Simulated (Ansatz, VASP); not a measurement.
# ZnCu in VASP and in Ansatz

File INCAR:

```
SYSTEM = ZnCu
PREC     = Accurate       ! precision mode
ENCUT    = 520            ! plane-wave cutoff, eV
EDIFF    = 1E-6           ! SCF threshold, eV
ISMEAR   = 0              ! smearing method
SIGMA    = 0.15           ! smearing width, eV
LREAL    = .FALSE.        ! projectors in reciprocal space
LASPH    = .TRUE.         ! aspherical terms in the spheres
NELM     = 100            ! most SCF steps
ALGO     = Fast           ! electronic algorithm
ISIF     = 2              ! what is computed and relaxed
LWAVE    = .FALSE.        ! write WAVECAR
LCHARG   = .FALSE.        ! write CHGCAR
GGA      = PS             ! functional
NBANDS   = 18             ! bands
```

The input KPOINTS:

```
regular mesh
0
G
  16 16 16
  0 0 0
```

POSCAR

```
ZnCu
1.0
    2.9450000000      0.0000000000      0.0000000000
    0.0000000000      2.9450000000      0.0000000000
    0.0000000000      0.0000000000      3.0333500000
Zn Cu
1 1
Direct
    0.5000000000      0.5000000000      0.5000000000
    0.0000000000      0.0000000000      0.0000000000
```

Input for Ansatz:

```yaml
crystal:
  lattice:
    - [2.945, 0.0, 0.0]
    - [0.0, 2.945, 0.0]
    - [0.0, 0.0, 3.03335]
  atoms:
    - { symbol: Zn, position: [0.5, 0.5, 0.5] }
    - { symbol: Cu, position: [0.0, 0.0, 0.0] }
basis:
  ecutwfc: 420
kpoints:
  mp_grid: { grid: [16, 16, 16] }
hamiltonian:
  xc: pbesol
scf:
  occupations: { method: gaussian, width: 0.15 }
output:
  forces: true
  stress: true
  eigenvalues: true
```

Change from the starting cell: strain +0.000 along x and y, +0.030 along z, atoms carried along.

Alike in both runs: task single point; functional PBEsol; k mesh 16 × 16 × 16; occupations gaussian, width 0.15 eV; no spin polarisation.

|  | VASP | Ansatz |
| --- | --- | --- |
| version | VASP 6.6.1 | Ansatz 0.2.0 |
| potentials or method | VASP PAW PBE potentials, release 64 (Zn, Cu), cutoff 520 eV | scalar-relativistic, plane waves, PAW |
| valence electrons in the cell | 23 | 31 |

```csv
,VASP,Ansatz,Ansatz less VASP
gap on the k mesh at the Fermi level (eV),none,none,-
pressure (GPa),-6.9,-7.8,-0.92
```

VASP's potentials were made for PBE, not for PBEsol. A gap of «none» marks a metal or a gap that the smearing closes. The functional is the same, so the differences come from potentials, cutoffs and numerics. VASP's potentials hold 23 valence electrons a cell and Ansatz's 31, so a difference there can come from the potentials and not from the codes.
